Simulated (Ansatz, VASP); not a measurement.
## CdTe in VASP and in Ansatz

```xyz
2
Lattice="0.0000 3.2144 3.3641 3.2144 0.0000 3.3641 3.2144 3.2144 0.0000" Properties=species:S:1:pos:R:3 pbc="T T T"
Cd    0.0000    0.0000    0.0000
Te    1.6072    1.6072    1.6820
```

Change from the starting cell: epitaxial_xy strain -2.0%.

Alike in both runs: task single point; functional PBE; k mesh 6 × 6 × 6; occupations fermi-dirac, width 0.02 eV; no spin polarisation.

|  | VASP | Ansatz |
| --- | --- | --- |
| version | VASP 6.6.1 | Ansatz 0.2.0 |
| potentials or method | VASP PAW PBE potentials, release 64 (Cd, Te) | plane waves, PAW |
| plane-wave cutoff (eV) | 520 | 420 |
| valence electrons in the cell | 18 | 36 |

|  | VASP | Ansatz | Ansatz less VASP |
| --- | --- | --- | --- |
| pressure (GPa) | 1.7 | 1.6 | -0.13 |
| traceless stress, the component that is largest in VASP (GPa) | -0.51 | -0.51 | -0.002 |

With one functional, cell and mesh, what is left measures potentials, basis and numerics. VASP's potentials hold 18 valence electrons a cell and Ansatz's 36, so a difference there can come from the potentials and not from the codes.

Spin-orbit coupling is off throughout.
